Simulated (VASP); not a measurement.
The system is Si.

```
Si
1.0
     0.00000    2.73535    2.73535
     2.73535    0.00000    2.73535
     2.73535    2.73535    0.00000
Si
2
Cartesian
  1.3677 1.3677 1.3677
  0.0000 0.0000 0.0000
```

Base run:

- Program: VASP 6.6.1
- Functional: LDA
- Potentials or basis: VASP PAW LDA potentials, release 64 (Si)
- Cutoff: 500 eV
- k mesh: 8 × 8 × 8
- Occupations: gaussian, width 0.02 eV
- Spin: no spin polarisation

Its results: band gap on the k mesh 0.55 eV, indirect (least direct gap 2.51 eV); pressure -3.3 GPa.

The run is repeated on the same cell with these changes: functional from LDA to r2SCAN; potentials or basis from VASP PAW LDA potentials, release 64 (Si) to VASP PAW PBE potentials, release 64 (Si); cutoff from 500 eV to 550 eV. What comes out?

Band gap on the k mesh 0.85 eV, indirect (least direct gap 2.75 eV); pressure -1.6 GPa.

Caveats: the PAW data sets were made with another functional, which shifts forces and pressure a little (some runs).

A k mesh can miss the band edges.
